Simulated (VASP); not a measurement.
# CoSn2: single point with PBEsol

Crystal: CoSn2.

```
Co Sn
1.0
    -3.10847    3.10847    2.66953
     3.10847   -3.10847    2.66953
     3.10847    3.10847   -2.66953
Co Sn
2 4
Direct
  0.25000 0.25000 0.00000
  0.75000 0.75000 0.00000
  0.66600 0.16600 0.83199
  0.16600 0.33400 0.50000
  0.33400 0.83400 0.16801
  0.83400 0.66600 0.50000
```

| Quantity | Value |
| --- | --- |
| Program | VASP 6.6.1 |
| Task | single point |
| Functional | PBEsol |
| Potentials or basis | VASP PAW PBE potentials, release 64 (Co, Sn_d) |
| Cutoff | 520 eV |
| k mesh | 8 × 8 × 8 |
| Occupations | gaussian, width 0.1 eV |
| Spin | no spin polarisation |
| Dipole correction | no |
| Further INCAR settings | ALGO = Fast; EDIFF = 1e-06; NBANDS = 46 |

- Pressure: 4.0 GPa
- Largest force: 0.004 eV/Å
- Band gap on the k mesh: zero (bands 37 and 38 overlap by 1.76 eV)

Forces on the atoms (eV/Å):
```
Co   0.000  0.000  0.000
Co   0.000  0.000  0.000
Sn   0.003  0.003  0.000
Sn  -0.003  0.003  0.000
Sn  -0.003 -0.003  0.000
Sn   0.003 -0.003  0.000
```

Levels at points of the mesh, in eV from the Fermi level:
```tsv
k point	band 35	band 36	band 37	band 38	band 39	band 40
(0.00, 0.00, 0.00)	-1.21	-1.10	-0.62	-0.62	0.45	0.57
(0.50, 0.00, 0.00)	-0.76	-0.76	0.23	0.23	2.10	2.10
(0.50, 0.50, 0.00)	-1.12	-0.74	-0.61	0.77	0.90	1.56
(0.50, 0.50, 0.50)	-0.73	0.28	0.38	1.69	2.73	2.73
```

Run time: 2.9 min on 1 thread of AMD EPYC 9R45 96-Core Processor (Zen 5), with other jobs on the host, peak memory 0.35 GiB.

Caveat: the cell stands under pressure; the PAW data sets were made with another functional, which shifts forces and pressure a little; spin-orbit coupling is left out, which moves the levels of the heavy elements; the run has no spin polarisation, though such a crystal can be magnetic. Spin polarisation is off, so any magnetic state and its effect on volume and gap are missing.
